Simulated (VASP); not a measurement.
# Ta4C3 (P4mm) in VASP: single point with r2SCAN

Aim: the single point of Ta4C3 with r2SCAN.

Everything below comes from runs of VASP 6.6.1. Logs are shortened: lines on timing, memory, paths and dates and some standing lists are left out, and cuts for length are marked.

## 1. The cell of the first run

It takes space group P4mm (No. 99, tetragonal). Conventional cell: a = 4.425 Å, b = 4.425 Å, c = 4.425 Å, α = 90.00°, β = 90.00°, γ = 90.00°. Within 2.7 Å of Ta (site symmetry 2mm) lie 4 C at 2.06 to 2.36 Å. Ta (site symmetry 4mm) has 4 C at 2.22 Å within 2.9 Å. Within 2.7 Å of Ta (site symmetry 4mm) lie 6 C at 2.06 to 2.36 Å. Within 2.7 Å of C (site symmetry 2mm) lie 6 Ta at 2.06 to 2.36 Å. Within 2.7 Å of C (site symmetry 4mm) lie 6 Ta at 2.06 to 2.36 Å.

## 2. Single point, r2SCAN

The input, POSCAR:

```
Ta4C3
1.0
    4.4247933841      0.0000000000      0.0000000000
    0.0000000000      4.4247933841      0.0000000000
    0.0000000000      0.0000000000      4.4247933841
Ta C
4 3
Direct
    0.0000000000      0.5000000000      0.5000000000
    0.5000000000      0.0000000000      0.5000000000
    0.5000000000      0.5000000000      0.0000000000
    0.0000000000      0.0000000000      0.0000000000
    0.5000000000      0.0000000000      0.0338998880
    0.0000000000      0.5000000000      0.0338998880
    0.0000000000      0.0000000000      0.5338998880
```

The input, INCAR.step1:

```
PREC = Accurate
ENCUT = 520
ISMEAR = 0
SIGMA = 0.15
LREAL = False
LASPH = True
NELM = 100
NBANDS = 37
GGA = PE
ALGO = Normal
EDIFF = 1E-4
LWAVE = True
LCHARG = False
```

The input, INCAR.step2:

```
PREC = Accurate
ENCUT = 520
EDIFF = 1E-6
ISMEAR = 0
SIGMA = 0.15
LREAL = False
LASPH = True
NELM = 100
ALGO = Normal
ISIF = 2
LWAVE = False
LCHARG = True
METAGGA = R2SCAN
LMIXTAU = True
LELF = True
LVHAR = True
NBANDS = 37
ISTART = 1
```

The input, KPOINTS:

```
regular mesh
0
Gamma
  10 10 10
```

Potentials or basis: VASP PAW PBE potentials, release 64 (Ta_pv, C).

The run is started by

```bash
$ cat potpaw_PBE.64/Ta_pv/POTCAR potpaw_PBE.64/C/POTCAR > POTCAR
$ cp INCAR.step1 INCAR
$ mpirun -np 1 vasp_std > vasp.out
$ cp INCAR.step2 INCAR
$ mpirun -np 1 vasp_std > vasp.out
```

OUTCAR:

```text
PREC = Accurate
   ENCUT = 520
   EDIFF = 1E-6
   ISMEAR = 0
   LREAL = False
   LASPH = True
   NELM = 100
   ISIF = 2
   METAGGA = R2SCAN
   ISTART = 1

 ion  position               nearest neighbor table
   1  0.000  0.500  0.500-   6 2.06   7 2.22   7 2.22   6 2.36   2 3.13   3 3.13   3 3.13   4 3.13
                             2 3.13   4 3.13   4 3.13   4 3.13   2 3.13   3 3.13   3 3.13   2 3.13
   2  0.500  0.000  0.500-   5 2.06   7 2.22   7 2.22   5 2.36   1 3.13   3 3.13   3 3.13   4 3.13
                             1 3.13   3 3.13   3 3.13   1 3.13   4 3.13   4 3.13   4 3.13   1 3.13
   3  0.500  0.500  0.000-   5 2.22   6 2.22   5 2.22   6 2.22   2 3.13   1 3.13   2 3.13   2 3.13
                             4 3.13   4 3.13   2 3.13   1 3.13   4 3.13   1 3.13   1 3.13   4 3.13
   4  0.000  0.000  0.000-   7 2.06   6 2.22   5 2.22   6 2.22   5 2.22   7 2.36   3 3.13   1 3.13
                             2 3.13   1 3.13   3 3.13   1 3.13   1 3.13   2 3.13   3 3.13   2 3.13
   5  0.500  0.000  0.034-   2 2.06   3 2.22   4 2.22   3 2.22   4 2.22   2 2.36
   6  0.000  0.500  0.034-   1 2.06   3 2.22   4 2.22   4 2.22   3 2.22   1 2.36
   7  0.000  0.000  0.534-   4 2.06   2 2.22   1 2.22   1 2.22   2 2.22   4 2.36

  LATTYP: Found a simple cubic cell.
 ALAT       =     4.4247933841

  Lattice vectors:

 A1 = (   4.4247933841,   0.0000000000,   0.0000000000)
 A2 = (   0.0000000000,   4.4247933841,   0.0000000000)
 A3 = (   0.0000000000,   0.0000000000,   4.4247933841)

Analysis of symmetry for initial positions (statically):
=====================================================================
 Subroutine PRICEL returns:
 Original cell was already a primitive cell.

 Routine SETGRP: Setting up the symmetry group for a
 simple cubic supercell.

 Subroutine GETGRP returns: Found  8 space group operations
 (whereof  8 operations were pure point group operations)
 out of a pool of 48 trial point group operations.

The static configuration has the point symmetry C_4v.

Analysis of symmetry for dynamics (positions and initial velocities):
=====================================================================
 Subroutine PRICEL returns:
 Original cell was already a primitive cell.

 Routine SETGRP: Setting up the symmetry group for a
 simple cubic supercell.

 Subroutine GETGRP returns: Found  8 space group operations
 (whereof  8 operations were pure point group operations)
 out of a pool of 48 trial point group operations.

The dynamic configuration has the point symmetry C_4v.

 Subroutine INISYM returns: Found  8 space group operations
 (whereof  8 operations are pure point group operations),
 and found     1 'primitive' translations

----------------------------------------------------------------------------------------

                                     Primitive cell

  volume of cell :      86.6321

  direct lattice vectors                    reciprocal lattice vectors
     4.424793384  0.000000000  0.000000000     0.225999253  0.000000000  0.000000000
     0.000000000  4.424793384  0.000000000     0.000000000  0.225999253  0.000000000
     0.000000000  0.000000000  4.424793384     0.000000000  0.000000000  0.225999253

  length of vectors
     4.424793384  4.424793384  4.424793384     0.225999253  0.225999253  0.225999253

  position of ions in fractional coordinates (direct lattice)
     0.000000000  0.500000000  0.500000000
     0.500000000  0.000000000  0.500000000
     0.500000000  0.500000000  0.000000000
     0.000000000  0.000000000  0.000000000
     0.500000000  0.000000000  0.033899888
     0.000000000  0.500000000  0.033899888
     0.000000000  0.000000000  0.533899888

  ion indices of the primitive-cell ions
   primitive index   ion index
                 1           1
                 2           2
                 3           3
                 4           4
                 5           5
                 6           6
                 7           7

----------------------------------------------------------------------------------------

 KPOINTS: regular mesh

Automatic generation of k-mesh.
 Grid dimensions read from file:
 generate k-points for:   10   10   10

 Generating k-lattice:

  Cartesian coordinates                     Fractional coordinates (reciprocal lattice)
     0.022599925  0.000000000  0.000000000     0.100000000  0.000000000  0.000000000
     0.000000000  0.022599925  0.000000000     0.000000000  0.100000000  0.000000000
     0.000000000  0.000000000  0.022599925     0.000000000  0.000000000  0.100000000

  Length of vectors
     0.022599925  0.022599925  0.022599925

  Shift w.r.t. Gamma in fractional coordinates (k-lattice)
     0.000000000  0.000000000  0.000000000

 Subroutine IBZKPT returns following result:
 ===========================================

 Found    126 irreducible k-points:

 Following reciprocal coordinates:
            Coordinates               Weight
  0.000000  0.000000  0.000000      1.000000
  0.100000  0.000000  0.000000      4.000000
  0.000000  0.000000  0.100000      2.000000
  0.200000  0.000000  0.000000      4.000000
  0.000000  0.000000  0.200000      2.000000
  0.300000  0.000000  0.000000      4.000000
[... 16 lines left out ...]
  0.500000  0.100000  0.000000      4.000000
  0.000000  0.500000  0.100000      4.000000
 [... further k-points ...]
   k-points           NKPTS =    126   k-points in BZ     NKDIM =    126   number of bands    NBANDS=     37
   number of dos      NEDOS =    301   number of ions     NIONS =      7
   total plane-waves  NPLWV =  46656
   dimension x,y,z NGX =    36 NGY =   36 NGZ =   36
   dimension x,y,z NGXF=    72 NGYF=   72 NGZF=   72
   ions per type =               4   3
   NGX,Y,Z   is equivalent  to a cutoff of  13.53, 13.53, 13.53 a.u.
   NGXF,Y,Z  is equivalent  to a cutoff of  27.05, 27.05, 27.05 a.u.
 SYSTEM =  unknown system
   PREC   = accura    normal or accurate (medium, high low for compatibility)
   ISTART =      1    job   : 0-new  1-cont  2-samecut
   ICHARG =      0    charge: 1-file 2-atom 10-const
   ISPIN  =      1    spin polarized calculation?
   LNONCOLLINEAR =      F non collinear calculations
   LSORBIT =      F    spin-orbit coupling
   LASPH  =      T    aspherical Exc in radial PAW
   ENCUT  =  520.0 eV  38.22 Ry    6.18 a.u.   8.23  8.23  8.23*2*pi/ulx,y,z
   NELM   =    100;   NELMIN=  2; NELMDL=  0     # of ELM steps
   EDIFF  = 0.1E-05   stopping-criterion for ELM
   LREAL  =      F    real-space projection
   EDIFFG = 0.1E-04   stopping-criterion for IOM
   NSW    =      0    number of steps for IOM
   IBRION =     -1    ionic relax: 0-MD 1-quasi-New 2-CG
   NFREE  =      0    steps in history (QN), initial steepest desc. (CG)
   ISIF   =      2    stress and relaxation
   ISYM   =      2    0-nonsym 1-usesym 2-fastsym
   POTIM  = 0.5000    time-step for ionic-motion
   TEBEG  =    0.0;   TEEND  =   0.0 temperature during run
   PSTRESS=    0.0 pullay stress
   NELECT =      56.0000    total number of electrons
   NUPDOWN=      -1.0000    fix difference up-down
   EMIN   =  10.00;   EMAX   =-10.00  energy-range for DOS
   EFERMI =   0.00;   METHOD = LEGACY
   ISMEAR =     0;   SIGMA  =   0.15  broadening in eV -4-tet -1-fermi 0-gaus
   EFERMI_NEDOS =   21; number of points for ismear=-14 and -15
   IALGO  =     38    algorithm
   IMIX   =      4    mixing-type and parameters
     AMIX     =   0.40;   BMIX     =  1.00
     AMIX_MAG =   1.60;   BMIX_MAG =  1.00
  volume/ion in A,a.u.               =      12.38        83.52
  Fermi-wavevector in a.u.,A,eV,Ry     =   1.415504  2.674915 27.261344  2.003652
  Thomas-Fermi vector in A             =   2.536936
   LORBIT       =      0    0 simple, 1 ext, 2 COOP (PROOUT), +10 PAW based schemes
   METAGGA = R2SCAN    functional components
   LHFCALC =     F    Hartree Fock is set to
   AEXX    =    0.0000 exact exchange contribution
   IVDW    =     0    specifies the selected vdW correction
   LEPSILON=     F    determine dielectric tensor
   LRPA    =     F    only Hartree local field effects (RPA)
 non-spin polarized calculation
 Gauss-broadening in eV      SIGMA  =   0.15
  energy-cutoff  :      520.00
  volume of cell :       86.63
 maximum number of plane-waves:      2360
 NGX is ok and might be reduce to    36
   NGX = 17   NGY = 17   NGZ = 17

 number of electron      56.0000013 magnetization

 Free energy of the ion-electron system (eV)
  ---------------------------------------------------
  ext. energy  EPLUGINS =         0.00000000
  ---------------------------------------------------
  free energy    TOTEN  =      -227.36284666 eV

  energy without entropy =     -227.32323197  energy(sigma->0) =     -227.34303931

 E-fermi :   7.1976     XC(G=0): -13.9846

 val. band max:        7.1945488754   @ k =   0.5000   0.3000   0.0000
 cond. band min:       7.2030638805   @ k =   0.2000   0.1000   0.5000
 fundamental gap:      0.0085150051
 Fermi energy:         7.1976129966

 k-point     1 :       0.0000    0.0000    0.0000
  band No.  band energies     occupation
      1     -29.4869      2.00000
      2     -29.4484      2.00000
      3     -29.4484      2.00000
      4     -28.7840      2.00000
      5     -28.7654      2.00000
      6     -28.7654      2.00000
[... 29 lines left out ...]
     36      11.1671      0.00000
     37      12.0691      0.00000

 k-point     2 :       0.1000    0.0000    0.0000
  band No.  band energies     occupation
      1     -29.4822      2.00000
      2     -29.4435      2.00000
      3     -29.4412      2.00000
      4     -28.7835      2.00000
      5     -28.7657      2.00000
      6     -28.7652      2.00000
[... 29 lines left out ...]
     36      11.3190      0.00000
     37      12.0422      0.00000

 k-point     3 :       0.0000    0.0000    0.1000
  band No.  band energies     occupation
      1     -29.4799      2.00000
      2     -29.4436      2.00000
      3     -29.4436      2.00000
      4     -28.7837      2.00000
      5     -28.7634      2.00000
      6     -28.7634      2.00000
[... 29 lines left out ...]
     36      11.4952      0.00000
     37      12.0491      0.00000
[... 761 lines left out ...]
 k-point    23 :       0.5000    0.1000    0.0000
  band No.  band energies     occupation
      1     -29.4302      2.00000
      2     -29.3979      2.00000
      3     -29.3745      2.00000
      4     -28.7931      2.00000
      5     -28.7875      2.00000
      6     -28.7787      2.00000
[... 29 lines left out ...]
     36      11.0152      0.00000
     37      11.2824      0.00000

 k-point    24 :       0.0000    0.5000    0.1000
  band No.  band energies     occupation
      1     -29.4383      2.00000
      2     -29.3890      2.00000
      3     -29.3745      2.00000
      4     -28.8065      2.00000
      5     -28.7848      2.00000
      6     -28.7818      2.00000
[... 29 lines left out ...]
     36      10.9522      0.00000
     37      11.5006      0.00000

 [... further k-points ...]
[... 5 lines left out ...]
  --------------------------------------------------------------------------------------
  -------------------------------------------------------------------------------------
  Total        0.4503647      0.4503647      5.2566812      0.0000000      0.0000000      0.0000000
  in kB        8.3290598      8.3290598     97.2172283      0.0000000      0.0000000      0.0000000
  external PRESSURE =      37.9584493 kB  Pullay stress =       0.0000000 kB

 VOLUME and BASIS-vectors are now :
 -----------------------------------------------------------------------------
  energy-cutoff  :      520.00
  volume of cell :       86.63
      direct lattice vectors                 reciprocal lattice vectors
     4.424793384  0.000000000  0.000000000     0.225999253  0.000000000  0.000000000
     0.000000000  4.424793384  0.000000000     0.000000000  0.225999253  0.000000000
     0.000000000  0.000000000  4.424793384     0.000000000  0.000000000  0.225999253

 POSITION                                       TOTAL-FORCE (eV/Angst)
 -----------------------------------------------------------------------------------
      0.00000      2.21240      2.21240         0.000000      0.000000      2.075122
      2.21240      0.00000      2.21240         0.000000      0.000000      2.075122
      2.21240      2.21240      0.00000         0.000000      0.000000      0.427876
      0.00000      0.00000      0.00000         0.000000      0.000000      1.464704
      2.21240      0.00000      0.15000         0.000000      0.000000     -1.906675
      0.00000      2.21240      0.15000        -0.000000      0.000000     -1.906675
      0.00000      0.00000      2.36240         0.000000      0.000000     -2.229474
 -----------------------------------------------------------------------------------
    total drift:                                0.000000      0.000000      0.005018

  FREE ENERGIE OF THE ION-ELECTRON SYSTEM (eV)
  ---------------------------------------------------
  free  energy   TOTEN  =      -227.3628466572 eV

  energy  without entropy=     -227.3232319703  energy(sigma->0) =     -227.34303931
```

It took 12 min on 1 thread of Intel Xeon Platinum 8488C (Sapphire Rapids), shared host; peak memory 0.44 GiB.

What came out:

* Free energy: -227.3628 eV
* Pressure: 3.8 GPa
* Largest force: 2.229 eV/Å
* Band gap on the k mesh: zero (bands 28 and 29 overlap by 0.93 eV)

Forces in eV/Å, atoms in the order of the input:
```
Ta   0.000  0.000  2.075
Ta   0.000  0.000  2.075
Ta   0.000  0.000  0.428
Ta   0.000  0.000  1.465
C    0.000  0.000 -1.907
C    0.000  0.000 -1.907
C    0.000  0.000 -2.229
```

Stress tensor (GPa, compression positive):
```
0.83 0.00 0.00
0.00 0.83 0.00
0.00 0.00 9.72
```

Caveat: the cell differs from its parent crystal (all C atoms moved -0.150 Å, as atom 5 towards its neighbour atom 2 (Ta) at 2.212 Å); the cell stands under pressure; the PAW data sets were made with another functional, which shifts forces and pressure a little; spin-orbit coupling is left out, which moves the levels of the heavy elements.
